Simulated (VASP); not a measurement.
# CoSi2 (fluorite type) (Fm-3m) in VASP: single point with PBEsol

Aim: the single point of CoSi2 (fluorite type) with PBEsol.

Everything below comes from runs of VASP 6.6.1. Logs are shortened: lines on timing, memory, paths and dates and some standing lists are left out, and cuts for length are marked.

**1. The cell of the first run**

It takes space group Fm-3m (No. 225, cubic). Conventional cell: a = 5.091 Å, b = 5.091 Å, c = 5.091 Å, α = 90.00°, β = 90.00°, γ = 90.00°. Co (site symmetry m-3m) has 8 Si at 2.20 Å within 2.9 Å. Within 2.9 Å of Si (site symmetry -43m) lie 4 Co at 2.20 Å and 6 Si at 2.55 Å.

**2. Single point, PBEsol (volume scaled by 0.88)**

Contents of INCAR:

```
  ALGO = Normal
  EDIFF = 1E-6
  ENCUT = 600
  GGA = PS
  GGA_COMPAT = False
  ISIF = 2
  ISMEAR = -1
  LASPH = True
  LCHARG = False
  LREAL = False
  LWAVE = False
  NBANDS = 16
  NELM = 120
  PREC = Accurate
  SIGMA = 0.1
```

Contents of KPOINTS:

```
k-points
0
Gamma
  11 11 11
```

Contents of POSCAR:

```
CoSi2
1.0
    0.0000000000      2.5454187223      2.5454187223
    2.5454187223      0.0000000000      2.5454187223
    2.5454187223      2.5454187223      0.0000000000
Co Si
1 2
Direct
    0.0000000000      0.0000000000      0.0000000000
    0.2500000000      0.2500000000      0.2500000000
    0.7500000000      0.7500000000      0.7500000000
```

Potentials or basis: VASP PAW PBE potentials, release 64 (Co, Si).

Run with:

```sh
$ cat potpaw_PBE.64/Co/POTCAR potpaw_PBE.64/Si/POTCAR > POTCAR
$ mpirun -np 1 vasp_std > vasp.out
```

OUTCAR:

```text
EDIFF = 1E-6
   ENCUT = 600
   GGA = PS
   ISIF = 2
   ISMEAR = -1
   LASPH = True
   LREAL = False
   NELM = 120
   PREC = Accurate

 ion  position               nearest neighbor table
   1  0.000  0.000  0.000-   3 2.20   3 2.20   3 2.20   2 2.20   3 2.20   2 2.20   2 2.20   2 2.20

   2  0.250  0.250  0.250-   1 2.20   1 2.20   1 2.20   1 2.20   3 2.55   3 2.55   3 2.55   3 2.55
                             3 2.55   3 2.55
   3  0.750  0.750  0.750-   1 2.20   1 2.20   1 2.20   1 2.20   2 2.55   2 2.55   2 2.55   2 2.55
                             2 2.55   2 2.55

  LATTYP: Found a face centered cubic cell.
 ALAT       =     5.0908374446

  Lattice vectors:

 A1 = (   0.0000000000,   2.5454187223,   2.5454187223)
 A2 = (   2.5454187223,   0.0000000000,   2.5454187223)
 A3 = (   2.5454187223,   2.5454187223,   0.0000000000)

Analysis of symmetry for initial positions (statically):
[... 33 lines left out ...]
                                     Primitive cell

  volume of cell :      32.9843

  direct lattice vectors                    reciprocal lattice vectors
     0.000000000  2.545418722  2.545418722    -0.196431336  0.196431336  0.196431336
     2.545418722  0.000000000  2.545418722     0.196431336 -0.196431336  0.196431336
     2.545418722  2.545418722  0.000000000     0.196431336  0.196431336 -0.196431336

  length of vectors
     3.599765679  3.599765679  3.599765679     0.340229054  0.340229054  0.340229054

  position of ions in fractional coordinates (direct lattice)
     0.000000000  0.000000000  0.000000000
     0.250000000  0.250000000  0.250000000
     0.750000000  0.750000000  0.750000000

  ion indices of the primitive-cell ions
   primitive index   ion index
                 1           1
                 2           2
                 3           3

----------------------------------------------------------------------------------------

 KPOINTS: k-points

Automatic generation of k-mesh.
 Grid dimensions read from file:
 generate k-points for:   11   11   11

 Generating k-lattice:

  Cartesian coordinates                     Fractional coordinates (reciprocal lattice)
    -0.017857394  0.017857394  0.017857394     0.090909091  0.000000000  0.000000000
     0.017857394 -0.017857394  0.017857394     0.000000000  0.090909091  0.000000000
     0.017857394  0.017857394 -0.017857394     0.000000000  0.000000000  0.090909091

  Length of vectors
     0.030929914  0.030929914  0.030929914

  Shift w.r.t. Gamma in fractional coordinates (k-lattice)
     0.000000000  0.000000000  0.000000000

 Subroutine IBZKPT returns following result:
 ===========================================

 Found     56 irreducible k-points:

 Following reciprocal coordinates:
            Coordinates               Weight
  0.000000  0.000000  0.000000      1.000000
  0.090909  0.000000  0.000000      8.000000
  0.181818  0.000000  0.000000      8.000000
  0.272727  0.000000  0.000000      8.000000
  0.363636  0.000000  0.000000      8.000000
  0.454545  0.000000  0.000000      8.000000
[... 16 lines left out ...]
 -0.272727  0.181818  0.000000     24.000000
 -0.181818  0.181818  0.000000     12.000000
 [... further k-points ...]
   k-points           NKPTS =     56   k-points in BZ     NKDIM =     56   number of bands    NBANDS=     16
   number of dos      NEDOS =    301   number of ions     NIONS =      3
   total plane-waves  NPLWV =  27000
   dimension x,y,z NGX =    30 NGY =   30 NGZ =   30
   dimension x,y,z NGXF=    60 NGYF=   60 NGZF=   60
   ions per type =               1   2
   NGX,Y,Z   is equivalent  to a cutoff of  13.85, 13.85, 13.85 a.u.
   NGXF,Y,Z  is equivalent  to a cutoff of  27.71, 27.71, 27.71 a.u.
 SYSTEM =  unknown system
   PREC   = accura    normal or accurate (medium, high low for compatibility)
   ISTART =      0    job   : 0-new  1-cont  2-samecut
   ICHARG =      2    charge: 1-file 2-atom 10-const
   ISPIN  =      1    spin polarized calculation?
   LNONCOLLINEAR =      F non collinear calculations
   LSORBIT =      F    spin-orbit coupling
   LASPH  =      T    aspherical Exc in radial PAW
   ENCUT  =  600.0 eV  44.10 Ry    6.64 a.u.   7.19  7.19  7.19*2*pi/ulx,y,z
   NELM   =    120;   NELMIN=  2; NELMDL= -5     # of ELM steps
   EDIFF  = 0.1E-05   stopping-criterion for ELM
   LREAL  =      F    real-space projection
   EDIFFG = 0.1E-04   stopping-criterion for IOM
   NSW    =      0    number of steps for IOM
   IBRION =     -1    ionic relax: 0-MD 1-quasi-New 2-CG
   NFREE  =      0    steps in history (QN), initial steepest desc. (CG)
   ISIF   =      2    stress and relaxation
   ISYM   =      2    0-nonsym 1-usesym 2-fastsym
   POTIM  = 0.5000    time-step for ionic-motion
   TEBEG  =    0.0;   TEEND  =   0.0 temperature during run
   PSTRESS=    0.0 pullay stress
   NELECT =      17.0000    total number of electrons
   NUPDOWN=      -1.0000    fix difference up-down
   EMIN   =  10.00;   EMAX   =-10.00  energy-range for DOS
   EFERMI =   0.00;   METHOD = LEGACY
   ISMEAR =    -1;   SIGMA  =   0.10  broadening in eV -4-tet -1-fermi 0-gaus
   EFERMI_NEDOS =   21; number of points for ismear=-14 and -15
   IALGO  =     38    algorithm
   IMIX   =      4    mixing-type and parameters
     AMIX     =   0.40;   BMIX     =  1.00
     AMIX_MAG =   1.60;   BMIX_MAG =  1.00
  volume/ion in A,a.u.               =      10.99        74.20
  Fermi-wavevector in a.u.,A,eV,Ry     =   1.312568  2.480394 23.440600  1.722835
  Thomas-Fermi vector in A             =   2.442952
   LORBIT       =      0    0 simple, 1 ext, 2 COOP (PROOUT), +10 PAW based schemes
   GGA     = PS    functional components
   LHFCALC =     F    Hartree Fock is set to
   AEXX    =    0.0000 exact exchange contribution
   IVDW    =     0    specifies the selected vdW correction
   LEPSILON=     F    determine dielectric tensor
   LRPA    =     F    only Hartree local field effects (RPA)
 non-spin polarized calculation
  energy-cutoff  :      600.00
  volume of cell :       32.98
 maximum number of plane-waves:      1115
 NGX is ok and might be reduce to    30
   NGX = 15   NGY = 15   NGZ = 15

 number of electron      17.0000001 magnetization

 Free energy of the ion-electron system (eV)
  ---------------------------------------------------
  ext. energy  EPLUGINS =         0.00000000
  ---------------------------------------------------
  free energy    TOTEN  =       -20.58158390 eV

  energy without entropy =      -20.55408209  energy(sigma->0) =      -20.56783300

 E-fermi :  12.1959     XC(G=0): -12.5681

 val. band max:       12.1736337776   @ k =  -0.2727   0.2727   0.0000
 cond. band min:      12.2567818366   @ k =   0.3636   0.1818   0.0000
 fundamental gap:      0.0831480590
 Fermi energy:        12.1959083357

 k-point     1 :       0.0000    0.0000    0.0000
  band No.  band energies     occupation
      1      -2.1685      2.00000
      2       7.3678      2.00000
      3       7.3678      2.00000
      4       7.3678      2.00000
      5       9.7110      2.00000
      6       9.7110      2.00000
[... 8 lines left out ...]
     15      18.5822      0.00000
     16      18.5822      0.00000

 k-point     2 :       0.0909    0.0000    0.0000
  band No.  band energies     occupation
      1      -2.0274      2.00000
      2       7.1092      2.00000
      3       7.4183      2.00000
      4       7.4183      2.00000
      5       9.6666      2.00000
      6       9.6666      2.00000
[... 8 lines left out ...]
     15      17.9974      0.00000
     16      18.4285      0.00000

 k-point     3 :       0.1818    0.0000    0.0000
  band No.  band energies     occupation
      1      -1.6077      2.00000
      2       6.3798      2.00000
      3       7.5510      2.00000
      4       7.5510      2.00000
      5       9.5809      2.00000
      6       9.5809      2.00000
[... 8 lines left out ...]
     15      18.2647      0.00000
     16      19.6270      0.00000

 k-point     4 :       0.2727    0.0000    0.0000
  band No.  band energies     occupation
      1      -0.9207      2.00000
      2       5.2772      2.00000
      3       7.7071      2.00000
      4       7.7071      2.00000
      5       9.5712      2.00000
      6       9.5712      2.00000
[... 8 lines left out ...]
     15      19.6720      0.00000
     16      21.0780      0.00000

 k-point     5 :       0.3636    0.0000    0.0000
  band No.  band energies     occupation
      1       0.0115      2.00000
      2       3.9448      2.00000
      3       7.8108      2.00000
      4       7.8108      2.00000
      5       9.7440      2.00000
      6       9.7440      2.00000
[... 8 lines left out ...]
     15      21.2890      0.00000
     16      22.5897      0.00000

 k-point     6 :       0.4545    0.0000    0.0000
  band No.  band energies     occupation
      1       1.1295      2.00000
      2       2.5827      2.00000
      3       7.8457      2.00000
      4       7.8457      2.00000
      5       9.6510      2.00000
      6      10.0279      2.00000
[... 8 lines left out ...]
     15      22.8906      0.00000
     16      24.1522      0.00000
[... 267 lines left out ...]
 k-point    21 :      -0.4545    0.1818    0.0000
  band No.  band energies     occupation
      1       1.9463      2.00000
      2       2.5787      2.00000
      3       6.9327      2.00000
      4       7.9947      2.00000
      5       8.6088      2.00000
      6       9.8060      2.00000
[... 8 lines left out ...]
     15      22.8119      0.00000
     16      23.6482      0.00000

 k-point    22 :      -0.3636    0.1818    0.0000
  band No.  band energies     occupation
      1       1.2090      2.00000
      2       3.3670      2.00000
      3       6.7337      2.00000
      4       8.1830      2.00000
      5       8.9681      2.00000
      6       9.2929      2.00000
[... 8 lines left out ...]
     15      21.7173      0.00000
     16      22.4524      0.00000

 k-point    23 :      -0.2727    0.1818    0.0000
  band No.  band energies     occupation
      1       0.1515      2.00000
      2       4.5848      2.00000
      3       6.7397      2.00000
      4       8.2918      2.00000
      5       8.9259      2.00000
      6       9.6266      2.00000
[... 8 lines left out ...]
     15      20.5263      0.00000
     16      23.4079      0.00000

 k-point    24 :      -0.1818    0.1818    0.0000
  band No.  band energies     occupation
      1      -0.6920      2.00000
      2       5.4933      2.00000
      3       7.0055      2.00000
      4       8.0695      2.00000
      5       9.0126      2.00000
      6       9.9049      2.00000
[... 8 lines left out ...]
     15      20.2759      0.00000
     16      22.7930      0.00000

 [... further k-points ...]
[... 5 lines left out ...]
  --------------------------------------------------------------------------------------
  -------------------------------------------------------------------------------------
  Total        6.8367366      6.8367366      6.8367366      0.0000000     -0.0000000      0.0000000
  in kB      332.0868905    332.0868905    332.0868905      0.0000000     -0.0000000      0.0000000
  external PRESSURE =     332.0868905 kB  Pullay stress =       0.0000000 kB

 VOLUME and BASIS-vectors are now :
 -----------------------------------------------------------------------------
  energy-cutoff  :      600.00
  volume of cell :       32.98
      direct lattice vectors                 reciprocal lattice vectors
     0.000000000  2.545418722  2.545418722    -0.196431336  0.196431336  0.196431336
     2.545418722  0.000000000  2.545418722     0.196431336 -0.196431336  0.196431336
     2.545418722  2.545418722  0.000000000     0.196431336  0.196431336 -0.196431336

 POSITION                                       TOTAL-FORCE (eV/Angst)
 -----------------------------------------------------------------------------------
      0.00000      0.00000      0.00000         0.000000      0.000000     -0.000000
      1.27271      1.27271      1.27271        -0.000000     -0.000000     -0.000000
      3.81813      3.81813      3.81813         0.000000      0.000000      0.000000
 -----------------------------------------------------------------------------------
    total drift:                                0.000000     -0.000000     -0.000000

  FREE ENERGIE OF THE ION-ELECTRON SYSTEM (eV)
  ---------------------------------------------------
  free  energy   TOTEN  =       -20.5815839049 eV

  energy  without entropy=      -20.5540820913  energy(sigma->0) =      -20.56783300
```

Run time: 1.9 min. Hardware: 1 thread of Intel Xeon 8259CL, shared host; peak memory 0.19 GiB.

Results:

- Free energy: -20.5816 eV
- Pressure: 33.2 GPa

Caveat: the PAW data sets were made with another functional, which shifts forces and pressure a little. Spin polarisation is off, so any magnetic state and its effect on volume and gap are missing.
